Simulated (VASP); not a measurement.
# B (Fm-3m) in VASP: notebook, part 2 of 2

VASP 6.6.1. Earlier steps stand in the parts before.

**3. Relaxation of cell and atoms, PBE, target pressure 330 GPa, at which the enthalpy is minimised**

Input file INCAR:

```
SYSTEM = B
  PREC = Accurate
  ENCUT = 600
  EDIFF = 1E-6
  ISMEAR = -1
  SIGMA = 0.1
  LREAL = .False.
  LASPH = .True.
  NELM = 80
  ALGO = Normal
  ISIF = 3
  LWAVE = .False.
  LCHARG = .False.
  GGA = PE
  IBRION = 2
  NSW = 32
  EDIFFG = -0.005
  PSTRESS = 3300.0
```

Input file KPOINTS:

```
regular mesh
0
Gamma
  26 26 26
  0 0 0
```

Input file POSCAR:

```
B
1.0
    0.0000000000      1.2140042306      1.2140042306
    1.2140042306      0.0000000000      1.2140042306
    1.2140042306      1.2140042306      0.0000000000
B
1
Direct
    0.0000000000      0.0000000000      0.0000000000
```

Potentials or basis: VASP PAW PBE potentials, release 64 (B).

Started as:

```console
$ cat potpaw_PBE.64/B/POTCAR > POTCAR
$ mpirun -np 1 vasp_std > vasp.out
```

OUTCAR:

```text
SYSTEM = B
   PREC = Accurate
   ENCUT = 600
   EDIFF = 1E-6
   ISMEAR = -1
   LREAL = .False.
   LASPH = .True.
   NELM = 80
   ISIF = 3
   GGA = PE
   IBRION = 2
   NSW = 32
   EDIFFG = -0.005
   PSTRESS = 3300.0

 ion  position               nearest neighbor table
   1  0.000  0.000  0.000-

  LATTYP: Found a face centered cubic cell.
 ALAT       =     2.4280084612

  Lattice vectors:

 A1 = (   0.0000000000,   1.2140042306,   1.2140042306)
 A2 = (   1.2140042306,   0.0000000000,   1.2140042306)
 A3 = (   1.2140042306,   1.2140042306,   0.0000000000)

Analysis of symmetry for initial positions (statically):
=====================================================================
 Subroutine PRICEL returns:
[... 250 lines left out ...]
  free energy    TOTEN  =        -3.72535862 eV

  energy without entropy =       -3.72042513  energy(sigma->0) =       -3.72289187

 E-fermi :  17.6209     XC(G=0): -15.2565

 val. band max:       17.5702837833   @ k =  -0.4231   0.3846   0.1538
 cond. band min:      17.6682593593   @ k =  -0.2692   0.2308   0.0769
 fundamental gap:      0.0979755760
 Fermi energy:        17.6208576947

 k-point     1 :       0.0000    0.0000    0.0000
  band No.  band energies     occupation
      1      -8.1408      2.00000
      2      42.4908      0.00000
      3      42.4908      0.00000
      4      42.4908      0.00000
      5      61.1617      0.00000
[... 177 lines left out ...]
 k-point    24 :       0.3846    0.0385    0.0000
  band No.  band energies     occupation
      1      -0.8071      2.00000
      2      17.2461      1.95393
      3      37.2889      0.00000
      4      38.6690      0.00000
      5      55.2287      0.00000

 [... further k-points ...]

------------------------ aborting loop because EDIFF is reached ----------------------------------------

  FORCE on cell =-STRESS in cart. coord.  units (eV):
  Direction    XX          YY          ZZ          XY          YZ          ZX
  --------------------------------------------------------------------------------------
  -------------------------------------------------------------------------------------
  Total        7.3729418      7.3729418      7.3729418      0.0000000      0.0000000     -0.0000000
  in kB     3299.9044451   3299.9044451   3299.9044451      0.0000000      0.0000000     -0.0000000
  external PRESSURE =      -0.0955549 kB  Pullay stress =    3300.0000000 kB
[... 20 lines left out ...]
  energy  without entropy=       -3.7204251289  energy(sigma->0) =       -3.72289187

  enthalpy is  TOTEN    =         3.6477966557 eV   P V=        7.3731552723

 reached required accuracy - stopping structural energy minimisation
```

OSZICAR:

```text
N       E                     dE             d eps       ncg     rms          rms(c)
DAV:   1     0.209843075460E+01    0.20984E+01   -0.20355E+03  5600   0.566E+02
DAV:   2    -0.377530209867E+01   -0.58737E+01   -0.54225E+01  6440   0.865E+01
DAV:   3    -0.378512991628E+01   -0.98278E-02   -0.98257E-02  5910   0.409E+00
DAV:   4    -0.378513055264E+01   -0.63637E-06   -0.63498E-06  6860   0.247E-02
DAV:   5    -0.378513055200E+01    0.64334E-09   -0.15362E-10  5780   0.103E-04    0.356E+00
DAV:   6    -0.374144196390E+01    0.43689E-01   -0.32985E-03  5410   0.757E-01    0.218E+00
DAV:   7    -0.372265842816E+01    0.18784E-01   -0.35373E-03  5405   0.781E-01    0.631E-02
DAV:   8    -0.372265297037E+01    0.54578E-05   -0.42183E-06  5465   0.312E-02    0.170E-02
DAV:   9    -0.372265110877E+01    0.18616E-05   -0.16037E-06  5520   0.167E-02    0.196E-03
DAV:  10    -0.372265109048E+01    0.18293E-07   -0.25114E-09  2590   0.722E-04
   1 F= 0.36477980E+01 E0= 0.36502644E+01  d E =0.364780E+01
       N       E                     dE             d eps       ncg     rms          rms(c)
DAV:   1    -0.373337931655E+01   -0.10728E-01   -0.10880E-04  5215   0.154E-01    0.876E-03
DAV:   2    -0.373337865530E+01    0.66125E-06   -0.38650E-08  3435   0.312E-03
   2 F= 0.36478127E+01 E0= 0.36502805E+01  d E =0.146913E-04
       N       E                     dE             d eps       ncg     rms          rms(c)
DAV:   1    -0.372535858277E+01    0.80207E-02   -0.63063E-05  5200   0.117E-01    0.668E-03
DAV:   2    -0.372535861665E+01   -0.33885E-07   -0.21362E-08  3055   0.234E-03
   3 F= 0.36477967E+01 E0= 0.36502634E+01  d E =-.139422E-05
```

Wall time 17 s (1 thread of AMD EPYC 7R13, shared host); peak memory 0.08 GiB.

What came out:

```yaml
Free_energy: -3.7254 eV
Relaxed_volume: 3.58 Å³/atom
Relaxed_cell: a = 1.717 Å, b = 1.717 Å, c = 1.717 Å, α = 60.00°, β = 60.00°, γ = 60.00°
Space_group_after_relaxing_to_0.1_Å: Fm-3m (No. 225)
Energy_change_on_relaxing_the_run_minimises_the_enthalpy: -2.7 meV/atom
Ionic_steps: 3
Pressure_after_relaxing: 330.0 GPa
Band_gap_on_the_k_mesh: zero (an odd number of electrons rules out a gap without spin polarisation)
```

The path:
```csv
step,energy change (eV),largest force (eV/Å),pressure (GPa),volume (Å³)
1,0.0000,0.0000,330.45,3.58
2,-0.0107,0.0000,328.66,3.58
3,-0.0027,0.0000,329.99,3.58
```

Final structure:
```
B
1.0
     0.00000    1.21415    1.21415
     1.21415    0.00000    1.21415
     1.21415    1.21415    0.00000
B
1
Direct
  0.00000 0.00000 0.00000
```

Levels at points of the mesh, in eV from the Fermi level:
| k point | band 1 | band 2 | band 3 | band 4 | band 5 |
| --- | --- | --- | --- | --- | --- |
| (0.00, 0.00, 0.00) | -25.76 | 24.87 | 24.87 | 24.87 | 43.54 |
| (0.50, 0.00, 0.00) | -15.16 | -5.82 | 20.17 | 20.17 | 38.74 |
| (0.50, 0.50, 0.00) | -10.89 | 0.76 | 9.07 | 9.07 | 20.03 |

Caveat: the cell is relaxed towards a set pressure, so the run minimises the enthalpy, not the energy.
